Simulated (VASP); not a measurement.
A run of VASP 6.6.1 is set up as follows.

The input INCAR:

```
SYSTEM = Si
PREC = Accurate ; ENCUT = 520
EDIFF = 1E-6 ; ISMEAR = -1
SIGMA = 0.1 ; LREAL = .FALSE.
LASPH = .TRUE. ; NELM = 100
ALGO = Normal ; ISIF = 2
LWAVE = .FALSE. ; LCHARG = .TRUE.
GGA = PE ; LELF = .TRUE.
LVHAR = .TRUE. ; NBANDS = 11
```

KPOINTS

```
regular mesh
0
G
  22 22 11
  0 0 0
```

POSCAR

```
Si
1.0
    2.7368813367      0.0000000000      0.0000000000
   -1.3684406684      2.3702087647      0.0000000000
    0.0000000000      0.0000000000      4.6134240298
Si
2
Direct
    0.3333333333      0.6666666667      0.2500000000
    0.6666666667      0.3333333333      0.7500000000
```

Potentials or basis: VASP PAW PBE potentials, release 64 (Si).

The run is started by

```sh
$ cat potpaw_PBE.64/Si/POTCAR > POTCAR
$ mpirun -np 1 vasp_std > vasp.out
```

**Question.** Predict the band gap on the k mesh.

**Answer.** Zero (bands 4 and 5 overlap by 11.91 eV).

**Question.** What does it give for the pressure?

**Answer.** -3.2 GPa.

Stress tensor (GPa, compression positive):
```
-3.54  0.00  0.00
 0.00 -3.54  0.00
 0.00  0.00 -2.59
```

Caveat: the cell stands under tension.
